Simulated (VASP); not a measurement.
# H (Cmce) in VASP: notebook, part 3 of 3

VASP 6.6.1. Earlier steps stand in the parts before.

### 5 Single point, PBE

This run uses another cell than the first one, of 13.95 Å³/atom, 1.064 times its volume.

File INCAR:

```
SYSTEM = H
ALGO = Normal ; EDIFF = 1E-6
ENCUT = 520 ; GGA = PE
ISIF = 2 ; ISMEAR = -1
LASPH = .True. ; LCHARG = .True.
LELF = .True. ; LREAL = .False.
LVHAR = .True. ; LWAVE = .False.
NBANDS = 10 ; NELM = 100
PREC = Accurate ; SIGMA = 0.05
```

File KPOINTS:

```
k-points
0
Gamma
  7 7 7
  0 0 0
```

File POSCAR:

```
H
1.0
    2.6234813799     -2.5669048168      0.0000000000
    2.6234813799      2.5669048168      0.0000000000
    0.0000000000      0.0000000000      4.1418180000
H
4
Direct
    0.0467043700      0.9532956300      0.9314911100
    0.5467043700      0.4532956300      0.5685088900
    0.4532956300      0.5467043700      0.4314911100
    0.9532956300      0.0467043700      0.0685088900
```

Potentials or basis: VASP PAW PBE potentials, release 64 (H).

The run is started by

```sh
cat potpaw_PBE.64/H/POTCAR > POTCAR
mpirun -np 1 vasp_std > vasp.out
```

OUTCAR:

```text
SYSTEM = H
   EDIFF = 1E-6
   ENCUT = 520
   GGA = PE
   ISIF = 2
   ISMEAR = -1
   LASPH = .True.
   LREAL = .False.
   NELM = 100
   PREC = Accurate

 ion  position               nearest neighbor table
   1  0.047  0.953  0.931-   4 0.74
   2  0.547  0.453  0.569-   3 0.74
   3  0.453  0.547  0.431-   2 0.74
   4  0.953  0.047  0.069-   1 0.74

  LATTYP: Found a base centered orthorhombic cell.
 ALAT       =     5.1338096336
 B/A-ratio  =     1.0220407717
 C/A-ratio  =     0.8067728053

  Lattice vectors:

 A1 = (  -2.6234813799,  -2.5669048168,   0.0000000000)
 A2 = (   2.6234813799,  -2.5669048168,   0.0000000000)
 A3 = (   0.0000000000,   0.0000000000,   4.1418180000)

Analysis of symmetry for initial positions (statically):
=====================================================================
 Subroutine PRICEL returns:
 Original cell was already a primitive cell.

 Routine SETGRP: Setting up the symmetry group for a
 base centered orthorhombic supercell.

 Subroutine GETGRP returns: Found  8 space group operations
 (whereof  4 operations were pure point group operations)
 out of a pool of  8 trial point group operations.

The static configuration has the point symmetry C_2h.
 The point group associated with its full space group is D_2h.

Analysis of symmetry for dynamics (positions and initial velocities):
=====================================================================
 Subroutine PRICEL returns:
 Original cell was already a primitive cell.

 Routine SETGRP: Setting up the symmetry group for a
 base centered orthorhombic supercell.

 Subroutine GETGRP returns: Found  8 space group operations
 (whereof  4 operations were pure point group operations)
 out of a pool of  8 trial point group operations.

The dynamic configuration has the point symmetry C_2h.
 The point group associated with its full space group is D_2h.

 Subroutine INISYM returns: Found  8 space group operations
 (whereof  4 operations are pure point group operations),
 and found     1 'primitive' translations

----------------------------------------------------------------------------------------

                                     Primitive cell

  volume of cell :      55.7839

  direct lattice vectors                    reciprocal lattice vectors
     2.623481380 -2.566904817  0.000000000     0.190586449 -0.194787121  0.000000000
     2.623481380  2.566904817  0.000000000     0.190586449  0.194787121  0.000000000
     0.000000000  0.000000000  4.141818000     0.000000000  0.000000000  0.241439870

  length of vectors
     3.670375306  3.670375306  4.141818000     0.272516453  0.272516453  0.241439870

  position of ions in fractional coordinates (direct lattice)
     0.046704370  0.953295630  0.931491110
     0.546704370  0.453295630  0.568508890
     0.453295630  0.546704370  0.431491110
     0.953295630  0.046704370  0.068508890

  ion indices of the primitive-cell ions
   primitive index   ion index
                 1           1
                 2           2
                 3           3
                 4           4

[... 26 lines left out ...]
 Following reciprocal coordinates:
            Coordinates               Weight
  0.000000  0.000000  0.000000      1.000000
  0.142857  0.000000  0.000000      4.000000
  0.285714  0.000000  0.000000      4.000000
  0.428571  0.000000  0.000000      4.000000
  0.142857  0.142857  0.000000      2.000000
  0.285714  0.142857  0.000000      4.000000
[... 16 lines left out ...]
  0.428571  0.142857  0.142857      8.000000
 -0.428571  0.142857  0.142857      8.000000
 [... further k-points ...]
   k-points           NKPTS =     64   k-points in BZ     NKDIM =     64   number of bands    NBANDS=     10
   number of dos      NEDOS =    301   number of ions     NIONS =      4
   total plane-waves  NPLWV =  25088
   dimension x,y,z NGX =    28 NGY =   28 NGZ =   32
   dimension x,y,z NGXF=    56 NGYF=   56 NGZF=   64
   ions per type =               4
   NGX,Y,Z   is equivalent  to a cutoff of  12.68, 12.68, 12.84 a.u.
   NGXF,Y,Z  is equivalent  to a cutoff of  25.36, 25.36, 25.69 a.u.
 SYSTEM =  H
   PREC   = accura    normal or accurate (medium, high low for compatibility)
   ISTART =      0    job   : 0-new  1-cont  2-samecut
   ICHARG =      2    charge: 1-file 2-atom 10-const
   ISPIN  =      1    spin polarized calculation?
   LNONCOLLINEAR =      F non collinear calculations
   LSORBIT =      F    spin-orbit coupling
   LASPH  =      T    aspherical Exc in radial PAW
   ENCUT  =  520.0 eV  38.22 Ry    6.18 a.u.   6.82  6.82  7.70*2*pi/ulx,y,z
   NELM   =    100;   NELMIN=  2; NELMDL= -5     # of ELM steps
   EDIFF  = 0.1E-05   stopping-criterion for ELM
   LREAL  =      F    real-space projection
   EDIFFG = 0.1E-04   stopping-criterion for IOM
   NSW    =      0    number of steps for IOM
   IBRION =     -1    ionic relax: 0-MD 1-quasi-New 2-CG
   NFREE  =      0    steps in history (QN), initial steepest desc. (CG)
   ISIF   =      2    stress and relaxation
   ISYM   =      2    0-nonsym 1-usesym 2-fastsym
   POTIM  = 0.5000    time-step for ionic-motion
   TEBEG  =    0.0;   TEEND  =   0.0 temperature during run
   PSTRESS=    0.0 pullay stress
   NELECT =       4.0000    total number of electrons
   NUPDOWN=      -1.0000    fix difference up-down
   EMIN   =  10.00;   EMAX   =-10.00  energy-range for DOS
   EFERMI =   0.00;   METHOD = LEGACY
   ISMEAR =    -1;   SIGMA  =   0.05  broadening in eV -4-tet -1-fermi 0-gaus
   EFERMI_NEDOS =   21; number of points for ismear=-14 and -15
   IALGO  =     38    algorithm
   IMIX   =      4    mixing-type and parameters
     AMIX     =   0.40;   BMIX     =  1.00
     AMIX_MAG =   1.60;   BMIX_MAG =  1.00
  volume/ion in A,a.u.               =      13.95        94.11
  Fermi-wavevector in a.u.,A,eV,Ry     =   0.680130  1.285259  6.293739  0.462577
  Thomas-Fermi vector in A             =   1.758530
   LORBIT       =      0    0 simple, 1 ext, 2 COOP (PROOUT), +10 PAW based schemes
   GGA     = PE    functional components
   LHFCALC =     F    Hartree Fock is set to
   AEXX    =    0.0000 exact exchange contribution
   IVDW    =     0    specifies the selected vdW correction
   LEPSILON=     F    determine dielectric tensor
   LRPA    =     F    only Hartree local field effects (RPA)
 non-spin polarized calculation
  energy-cutoff  :      520.00
  volume of cell :       55.78
 maximum number of plane-waves:      1516
   NGX = 13   NGY = 13   NGZ = 15

 number of electron       4.0000002 magnetization

 Free energy of the ion-electron system (eV)
  ---------------------------------------------------
  ext. energy  EPLUGINS =         0.00000000
  ---------------------------------------------------
  free energy    TOTEN  =       -13.57744716 eV

  energy without entropy =      -13.57744716  energy(sigma->0) =      -13.57744716

 E-fermi :  -7.5374     XC(G=0):  -4.9256

 val. band max:       -8.5763655037   @ k =   0.0000   0.0000   0.0000
 cond. band min:       0.7799849522   @ k =   0.4286   0.0000   0.4286
 fundamental gap:      9.3563504559
 Fermi energy:        -7.5373967590

 k-point     1 :       0.0000    0.0000    0.0000
  band No.  band energies     occupation
      1     -10.3594      2.00000
      2      -8.5764      2.00000
      3       2.8249      0.00000
      4       4.0867      0.00000
      5       4.5827      0.00000
      6       6.7008      0.00000
      7       6.9798      0.00000
      8       8.4566      0.00000
      9      10.4916      0.00000
     10      11.2857      0.00000
[... 287 lines left out ...]
 k-point    24 :      -0.4286    0.1429    0.1429
  band No.  band energies     occupation
      1      -9.4095      2.00000
      2      -9.1222      2.00000
      3       1.7230      0.00000
      4       2.1740      0.00000
      5       4.7486      0.00000
      6       6.1654      0.00000
      7       7.3514      0.00000
      8       9.3717      0.00000
      9      10.8818      0.00000
     10      11.8652      0.00000

 [... further k-points ...]
[... 5 lines left out ...]
  --------------------------------------------------------------------------------------
  -------------------------------------------------------------------------------------
  Total       -0.0153757      0.1235743      0.2054667      0.0000000     -0.0000000      0.0000000
  in kB       -0.4416074      3.5491957      5.9012391      0.0000000     -0.0000000      0.0000000
  external PRESSURE =       3.0029425 kB  Pullay stress =       0.0000000 kB

 VOLUME and BASIS-vectors are now :
 -----------------------------------------------------------------------------
  energy-cutoff  :      520.00
  volume of cell :       55.78
      direct lattice vectors                 reciprocal lattice vectors
     2.623481380 -2.566904817  0.000000000     0.190586449 -0.194787121  0.000000000
     2.623481380  2.566904817  0.000000000     0.190586449  0.194787121  0.000000000
     0.000000000  0.000000000  4.141818000     0.000000000  0.000000000  0.241439870

 POSITION                                       TOTAL-FORCE (eV/Angst)
 -----------------------------------------------------------------------------------
      2.62348      2.32713      3.85807         0.000000     -0.166274     -0.197211
      2.62348     -0.23977      2.35466         0.000000     -0.166274      0.197211
      2.62348      0.23977      1.78716         0.000000      0.166274     -0.197211
      2.62348     -2.32713      0.28375         0.000000      0.166274      0.197211
 -----------------------------------------------------------------------------------
    total drift:                                0.000000     -0.000000      0.000000

  FREE ENERGIE OF THE ION-ELECTRON SYSTEM (eV)
  ---------------------------------------------------
  free  energy   TOTEN  =       -13.5774471636 eV

  energy  without entropy=      -13.5774471636  energy(sigma->0) =      -13.57744716
```

stdout:

```text
POSCAR found type information on POSCAR H
 POSCAR found :  1 types and       4 ions
 scaLAPACK will be used
 LDA part: xc-table for (Slater+PW92), standard interpolation
 POSCAR, INCAR and KPOINTS ok, starting setup
 FFT: planning ... GRIDC
 FFT: planning ... GRID_SOFT
 FFT: planning ... GRID
 WAVECAR not read
 entering main loop
```

Wall time 15 s (1 thread of Intel Xeon Platinum 8375C at 2.90GHz (Ice Lake), shared host); peak memory 0.17 GiB.

Results:

* Free energy: -13.5774 eV
* Pressure: 0.3 GPa
* Largest force: 0.258 eV/Å
* Band gap on the k mesh: 9.36 eV, indirect (least direct gap 9.94 eV)

Forces on the atoms (eV/Å):
```
H    0.000 -0.166 -0.197
H    0.000 -0.166  0.197
H    0.000  0.166 -0.197
H    0.000  0.166  0.197
```

Levels at points of the mesh, in eV from the valence-band top:
```csv
k point,band 1,band 2,band 3,band 4,band 5,band 6
"(0.00, 0.00, 0.00)",-1.78,0.00,11.40,12.66,13.16,15.28
```

A k mesh can miss the band edges. Expect the measured gap to be larger: semilocal functionals such as PBE lack the derivative discontinuity.

### 6 Overview

```csv
cell,gap on the mesh (eV),pressure (GPa),largest force (eV/Å)
"a = 3.595, b = 3.595, c = 4.057 Å, angles 90.0, 90.0, 88.8°, 4 atoms",9.43,1.2,0.83
"a = 3.621, b = 3.621, c = 4.086 Å, angles 90.0, 90.0, 88.8°, 4 atoms",9.41,0.9,0.63
"a = 3.646, b = 3.646, c = 4.114 Å, angles 90.0, 90.0, 88.8°, 4 atoms",9.38,0.6,0.44
"a = 3.670, b = 3.670, c = 4.142 Å, angles 90.0, 90.0, 88.8°, 4 atoms",9.36,0.3,0.26
```

Alike in all rows: task single point; level PBE; potentials or basis VASP PAW PBE potentials, release 64 (H); no spin polarisation; k mesh 7 × 7 × 7; cutoff (eV) 520; smearing fermi-dirac 0.05 eV.

Absolute energies hang on the potentials; compare differences alone.
